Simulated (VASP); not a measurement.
# WS (F-43m) in VASP: single point with r2SCAN+U

Aim: the single point of WS with r2SCAN+U.

Program: VASP 6.6.1. These are calculated values, not measurements. Logs are shortened: lines on timing, memory, paths and dates and some standing lists are left out, and cuts for length are marked.

## 1. The cell of the first run

It takes space group F-43m (No. 216, cubic). The conventional cell has a = 5.919 Å, b = 5.919 Å, c = 5.919 Å, α = 90.00°, β = 90.00°, γ = 90.00°. W (site symmetry -43m) has 4 S at 2.56 Å within 3.4 Å. S (site symmetry -43m) has 4 W at 2.56 Å within 3.4 Å.

## 2. Single point, r2SCAN+U

Contents of POSCAR:

```
WS
1.0
    0.0000000000      2.9594703353      2.9594703353
    2.9594703353      0.0000000000      2.9594703353
    2.9594703353      2.9594703353      0.0000000000
W S
1 1
Direct
    0.0000000000      0.0000000000      0.0000000000
    0.2500000000      0.2500000000      0.2500000000
```

Contents of INCAR.step1:

```
SYSTEM = WS
PREC     = Accurate       ! precision mode
ENCUT    = 520            ! plane-wave cutoff, eV
ISMEAR   = 0              ! smearing method
SIGMA    = 0.1            ! smearing width, eV
LREAL    = .False.        ! projectors in reciprocal space
LASPH    = .True.         ! aspherical terms in the spheres
NELM     = 150            ! most SCF steps
LMAXMIX  = 4              ! l up to which the mixer works
LDAU     = .True.         ! DFT+U
LDAUTYPE = 2            
LDAUL    = 2 -1           ! shell
LDAUU    = 6.2 0          ! U, eV
LDAUJ    = 0 0          
NBANDS   = 17             ! bands
GGA      = PE             ! functional
ALGO     = Normal         ! electronic algorithm
EDIFF    = 1E-4           ! SCF threshold, eV
LWAVE    = .True.         ! write WAVECAR
LCHARG   = .False.        ! write CHGCAR
```

Contents of INCAR.step2:

```
SYSTEM = WS
PREC     = Accurate       ! precision mode
ENCUT    = 520            ! plane-wave cutoff, eV
EDIFF    = 1E-6           ! SCF threshold, eV
ISMEAR   = 0              ! smearing method
SIGMA    = 0.1            ! smearing width, eV
LREAL    = .False.        ! projectors in reciprocal space
LASPH    = .True.         ! aspherical terms in the spheres
NELM     = 150            ! most SCF steps
ALGO     = Normal         ! electronic algorithm
ISIF     = 2              ! what is computed and relaxed
LWAVE    = .False.        ! write WAVECAR
LCHARG   = .False.        ! write CHGCAR
LMAXMIX  = 4              ! l up to which the mixer works
LDAU     = .True.         ! DFT+U
LDAUTYPE = 2            
LDAUL    = 2 -1           ! shell
LDAUU    = 6.2 0          ! U, eV
LDAUJ    = 0 0          
LDAUPRINT= 1            
METAGGA  = R2SCAN         ! meta-GGA
LMIXTAU  = .True.       
NBANDS   = 17             ! bands
ISTART   = 1
```

Contents of KPOINTS:

```
Automatic mesh
0
Gamma
  12 12 12
  0 0 0
```

Potentials or basis: VASP PAW PBE potentials, release 64 (W_sv, S).

Run with:

```sh
$ cat potpaw_PBE.64/W_sv/POTCAR potpaw_PBE.64/S/POTCAR > POTCAR
$ cp INCAR.step1 INCAR
$ mpirun -np 1 vasp_std > vasp.out
$ cp INCAR.step2 INCAR
$ mpirun -np 1 vasp_std > vasp.out
```

OUTCAR:

```text
SYSTEM = WS
   PREC = Accurate
   ENCUT = 520
   EDIFF = 1E-6
   ISMEAR = 0
   LREAL = .False.
   LASPH = .True.
   NELM = 150
   ISIF = 2
   METAGGA = R2SCAN
   ISTART = 1

 ion  position               nearest neighbor table
   1  0.000  0.000  0.000-   2 2.56   2 2.56   2 2.56   2 2.56
   2  0.250  0.250  0.250-   1 2.56   1 2.56   1 2.56   1 2.56

  LATTYP: Found a face centered cubic cell.
 ALAT       =     5.9189406706

  Lattice vectors:

 A1 = (   0.0000000000,   2.9594703353,   2.9594703353)
 A2 = (   2.9594703353,   0.0000000000,   2.9594703353)
 A3 = (   2.9594703353,   2.9594703353,   0.0000000000)

Analysis of symmetry for initial positions (statically):
=====================================================================
 Subroutine PRICEL returns:
 Original cell was already a primitive cell.

 Routine SETGRP: Setting up the symmetry group for a
 face centered cubic supercell.

 Subroutine GETGRP returns: Found 24 space group operations
 (whereof 24 operations were pure point group operations)
 out of a pool of 48 trial point group operations.

The static configuration has the point symmetry T_d .

Analysis of symmetry for dynamics (positions and initial velocities):
=====================================================================
 Subroutine PRICEL returns:
 Original cell was already a primitive cell.

 Routine SETGRP: Setting up the symmetry group for a
 face centered cubic supercell.

 Subroutine GETGRP returns: Found 24 space group operations
 (whereof 24 operations were pure point group operations)
 out of a pool of 48 trial point group operations.

The dynamic configuration has the point symmetry T_d .

 Subroutine INISYM returns: Found 24 space group operations
 (whereof 24 operations are pure point group operations),
 and found     1 'primitive' translations

----------------------------------------------------------------------------------------

                                     Primitive cell

  volume of cell :      51.8408

  direct lattice vectors                    reciprocal lattice vectors
     0.000000000  2.959470335  2.959470335    -0.168949151  0.168949151  0.168949151
     2.959470335  0.000000000  2.959470335     0.168949151 -0.168949151  0.168949151
     2.959470335  2.959470335  0.000000000     0.168949151  0.168949151 -0.168949151

  length of vectors
     4.185323086  4.185323086  4.185323086     0.292628513  0.292628513  0.292628513

  position of ions in fractional coordinates (direct lattice)
     0.000000000  0.000000000  0.000000000
     0.250000000  0.250000000  0.250000000

  ion indices of the primitive-cell ions
   primitive index   ion index
                 1           1
                 2           2

----------------------------------------------------------------------------------------

 KPOINTS: Automatic mesh

Automatic generation of k-mesh.
 Grid dimensions read from file:
 generate k-points for:   12   12   12

 Generating k-lattice:

  Cartesian coordinates                     Fractional coordinates (reciprocal lattice)
    -0.014079096  0.014079096  0.014079096     0.083333333  0.000000000  0.000000000
     0.014079096 -0.014079096  0.014079096     0.000000000  0.083333333  0.000000000
     0.014079096  0.014079096 -0.014079096     0.000000000  0.000000000  0.083333333

  Length of vectors
     0.024385709  0.024385709  0.024385709

  Shift w.r.t. Gamma in fractional coordinates (k-lattice)
     0.000000000  0.000000000  0.000000000

 Subroutine IBZKPT returns following result:
 ===========================================

 Found     72 irreducible k-points:

 Following reciprocal coordinates:
            Coordinates               Weight
  0.000000  0.000000  0.000000      1.000000
  0.083333  0.000000  0.000000      8.000000
  0.166667  0.000000  0.000000      8.000000
  0.250000  0.000000  0.000000      8.000000
  0.333333  0.000000  0.000000      8.000000
  0.416667  0.000000  0.000000      8.000000
[... 16 lines left out ...]
  0.500000  0.166667  0.000000     24.000000
 -0.416667  0.166667  0.000000     24.000000
 [... further k-points ...]
   k-points           NKPTS =     72   k-points in BZ     NKDIM =     72   number of bands    NBANDS=     17
   number of dos      NEDOS =    301   number of ions     NIONS =      2
   total plane-waves  NPLWV =  32768
   dimension x,y,z NGX =    32 NGY =   32 NGZ =   32
   dimension x,y,z NGXF=    64 NGYF=   64 NGZF=   64
   ions per type =               1   1
   NGX,Y,Z   is equivalent  to a cutoff of  12.71, 12.71, 12.71 a.u.
   NGXF,Y,Z  is equivalent  to a cutoff of  25.42, 25.42, 25.42 a.u.
 SYSTEM =  WS
   PREC   = accura    normal or accurate (medium, high low for compatibility)
   ISTART =      1    job   : 0-new  1-cont  2-samecut
   ICHARG =      0    charge: 1-file 2-atom 10-const
   ISPIN  =      1    spin polarized calculation?
   LNONCOLLINEAR =      F non collinear calculations
   LSORBIT =      F    spin-orbit coupling
   LASPH  =      T    aspherical Exc in radial PAW
   ENCUT  =  520.0 eV  38.22 Ry    6.18 a.u.   7.78  7.78  7.78*2*pi/ulx,y,z
   NELM   =    150;   NELMIN=  2; NELMDL=  0     # of ELM steps
   EDIFF  = 0.1E-05   stopping-criterion for ELM
   LREAL  =      F    real-space projection
   EDIFFG = 0.1E-04   stopping-criterion for IOM
   NSW    =      0    number of steps for IOM
   IBRION =     -1    ionic relax: 0-MD 1-quasi-New 2-CG
   NFREE  =      0    steps in history (QN), initial steepest desc. (CG)
   ISIF   =      2    stress and relaxation
   ISYM   =      2    0-nonsym 1-usesym 2-fastsym
   POTIM  = 0.5000    time-step for ionic-motion
   TEBEG  =    0.0;   TEEND  =   0.0 temperature during run
   PSTRESS=    0.0 pullay stress
   NELECT =      20.0000    total number of electrons
   NUPDOWN=      -1.0000    fix difference up-down
   EMIN   =  10.00;   EMAX   =-10.00  energy-range for DOS
   EFERMI =   0.00;   METHOD = LEGACY
   ISMEAR =     0;   SIGMA  =   0.10  broadening in eV -4-tet -1-fermi 0-gaus
   EFERMI_NEDOS =   21; number of points for ismear=-14 and -15
   IALGO  =     38    algorithm
   IMIX   =      4    mixing-type and parameters
     AMIX     =   0.40;   BMIX     =  1.00
     AMIX_MAG =   1.60;   BMIX_MAG =  1.00
  volume/ion in A,a.u.               =      25.92       174.92
  Fermi-wavevector in a.u.,A,eV,Ry     =   1.191775  2.252128 19.324722  1.420327
  Thomas-Fermi vector in A             =   2.327829
   LORBIT       =      0    0 simple, 1 ext, 2 COOP (PROOUT), +10 PAW based schemes
 LDA+U is selected, type is set to LDAUTYPE =  2
   angular momentum for each species LDAUL =     2   -1
   U (eV)           for each species LDAUU =   6.2  0.0
   J (eV)           for each species LDAUJ =   0.0  0.0
   METAGGA = R2SCAN    functional components
   LHFCALC =     F    Hartree Fock is set to
   AEXX    =    0.0000 exact exchange contribution
   IVDW    =     0    specifies the selected vdW correction
   LEPSILON=     F    determine dielectric tensor
   LRPA    =     F    only Hartree local field effects (RPA)
 non-spin polarized calculation
 Gauss-broadening in eV      SIGMA  =   0.10
  energy-cutoff  :      520.00
  volume of cell :       51.84
 maximum number of plane-waves:      1411
   NGX = 15   NGY = 15   NGZ = 15

atom =   1  type =  1  l = 2

 onsite density matrix

spin component  1

  0.0882 -0.0000 -0.0000  0.0000 -0.0000
 -0.0000  0.0882  0.0000  0.0000  0.0000
 -0.0000  0.0000  0.7285 -0.0000  0.0000
  0.0000  0.0000 -0.0000  0.0882  0.0000
 -0.0000  0.0000  0.0000  0.0000  0.7285

spin component  2

  0.0882 -0.0000 -0.0000  0.0000 -0.0000
 -0.0000  0.0882  0.0000  0.0000  0.0000
 -0.0000  0.0000  0.7285 -0.0000  0.0000
  0.0000  0.0000 -0.0000  0.0882  0.0000
 -0.0000  0.0000  0.0000  0.0000  0.7285

 occupancies and eigenvectors

  o =  0.0882  v =  1.0000  0.0000  0.0000  0.0000  0.0000  0.0000  0.0000  0.0000  0.0000  0.0000      0.0000  0.0000  0.0000  0.0000  0.0000  0.0000  0.0000  0.0000  0.0000  0.0000
  o =  0.0882  v =  0.0000  0.0000  0.0000  0.0000  0.0000  1.0000  0.0000  0.0000  0.0000  0.0000      0.0000  0.0000  0.0000  0.0000  0.0000  0.0000  0.0000  0.0000  0.0000  0.0000
  o =  0.0882  v =  0.0000  0.9792 -0.0000  0.2027  0.0000  0.0000  0.0000  0.0000  0.0000  0.0000      0.0000  0.0000  0.0000  0.0000  0.0000  0.0000  0.0000  0.0000  0.0000  0.0000
  o =  0.0882  v =  0.0000  0.0000  0.0000  0.0000  0.0000  0.0000  0.9792 -0.0000  0.2027  0.0000      0.0000  0.0000  0.0000  0.0000  0.0000  0.0000  0.0000  0.0000  0.0000  0.0000
  o =  0.0882  v =  0.0000  0.0000  0.0000  0.0000  0.0000  0.0000  0.2027 -0.0000 -0.9792 -0.0000      0.0000  0.0000  0.0000  0.0000  0.0000  0.0000  0.0000  0.0000  0.0000  0.0000
  o =  0.0882  v =  0.0000  0.2027 -0.0000 -0.9792 -0.0000  0.0000  0.0000  0.0000  0.0000  0.0000      0.0000  0.0000  0.0000  0.0000  0.0000  0.0000  0.0000  0.0000  0.0000  0.0000
  o =  0.7285  v =  0.0000  0.0000  0.0000  0.0000  0.0000  0.0000  0.0000 -0.9993 -0.0000 -0.0381      0.0000  0.0000  0.0000  0.0000  0.0000  0.0000  0.0000  0.0000  0.0000  0.0000
  o =  0.7285  v =  0.0000  0.0000  0.0000  0.0000  0.0000  0.0000 -0.0000  0.0381  0.0000 -0.9993      0.0000  0.0000  0.0000  0.0000  0.0000  0.0000  0.0000  0.0000  0.0000  0.0000
  o =  0.7285  v =  0.0000 -0.0000  0.0381  0.0000 -0.9993  0.0000  0.0000  0.0000  0.0000  0.0000      0.0000  0.0000  0.0000  0.0000  0.0000  0.0000  0.0000  0.0000  0.0000  0.0000
  o =  0.7285  v =  0.0000  0.0000 -0.9993 -0.0000 -0.0381  0.0000  0.0000  0.0000  0.0000  0.0000      0.0000  0.0000  0.0000  0.0000  0.0000  0.0000  0.0000  0.0000  0.0000  0.0000

 number of electron      20.0000000 magnetization

 Free energy of the ion-electron system (eV)
  ---------------------------------------------------
  ext. energy  EPLUGINS =         0.00000000
  ---------------------------------------------------
  free energy    TOTEN  =       -51.31737350 eV

  energy without entropy =      -51.31736232  energy(sigma->0) =      -51.31736791

 E-fermi :   4.4999     XC(G=0):  -9.9504

 val. band max:        4.2998247222   @ k =  -0.2500   0.5000   0.2500
 cond. band min:       4.6885215643   @ k =   0.5000   0.5000   0.0000
 fundamental gap:      0.3886968422
 Fermi energy:         4.4998811788

 k-point     1 :       0.0000    0.0000    0.0000
  band No.  band energies     occupation
      1     -71.0325      2.00000
      2     -34.5977      2.00000
      3     -34.5977      2.00000
      4     -34.5977      2.00000
      5      -9.8811      2.00000
      6       0.5590      2.00000
[... 9 lines left out ...]
     16      11.7020      0.00000
     17      11.7021      0.00000
[... 441 lines left out ...]
 k-point    24 :      -0.4167    0.1667    0.0000
  band No.  band energies     occupation
      1     -71.0321      2.00000
      2     -34.6172      2.00000
      3     -34.6045      2.00000
      4     -34.6017      2.00000
      5      -9.2291      2.00000
      6      -0.8581      2.00000
[... 9 lines left out ...]
     16      12.9344      0.00000
     17      13.2113      0.00000

 [... further k-points ...]
[... 5 lines left out ...]
  --------------------------------------------------------------------------------------
  -------------------------------------------------------------------------------------
  Total       -2.0775089     -2.0775089     -2.0775089     -0.0000000     -0.0000000      0.0000000
  in kB      -64.2068715    -64.2068715    -64.2068715     -0.0000000     -0.0000000      0.0000000
  external PRESSURE =     -64.2068715 kB  Pullay stress =       0.0000000 kB

 VOLUME and BASIS-vectors are now :
 -----------------------------------------------------------------------------
  energy-cutoff  :      520.00
  volume of cell :       51.84
      direct lattice vectors                 reciprocal lattice vectors
     0.000000000  2.959470335  2.959470335    -0.168949151  0.168949151  0.168949151
     2.959470335  0.000000000  2.959470335     0.168949151 -0.168949151  0.168949151
     2.959470335  2.959470335  0.000000000     0.168949151  0.168949151 -0.168949151

 POSITION                                       TOTAL-FORCE (eV/Angst)
 -----------------------------------------------------------------------------------
      0.00000      0.00000      0.00000         0.000000      0.000000      0.000000
      1.47974      1.47974      1.47974        -0.000000     -0.000000     -0.000000
 -----------------------------------------------------------------------------------
    total drift:                                0.000000      0.000000      0.000000

  FREE ENERGIE OF THE ION-ELECTRON SYSTEM (eV)
  ---------------------------------------------------
  free  energy   TOTEN  =       -51.3173734963 eV

  energy  without entropy=      -51.3173623212  energy(sigma->0) =      -51.31736791
```

It took 90 s on 1 thread of Intel Xeon 6975P-C (Granite Rapids), shared host; peak memory 0.22 GiB.

What came out:

```yaml
Free_energy: -51.3174 eV
Pressure: -6.4 GPa
Band_gap_on_the_k_mesh: 0.39 eV (least direct gap 0.53 eV)
```

Eigenvalues of the final occupation matrices:
```tsv
site	spin	trace	eigenvalues
site 1 d	1	1.72	0.09 0.09 0.09 0.73 0.73
site 1 d	2	1.72	0.09 0.09 0.09 0.73 0.73
```

Caveat: the cell stands under tension; the PAW data sets were made with another functional, which shifts forces and pressure a little; spin-orbit coupling is left out, which moves the levels of the heavy elements. A k mesh can miss the band edges.
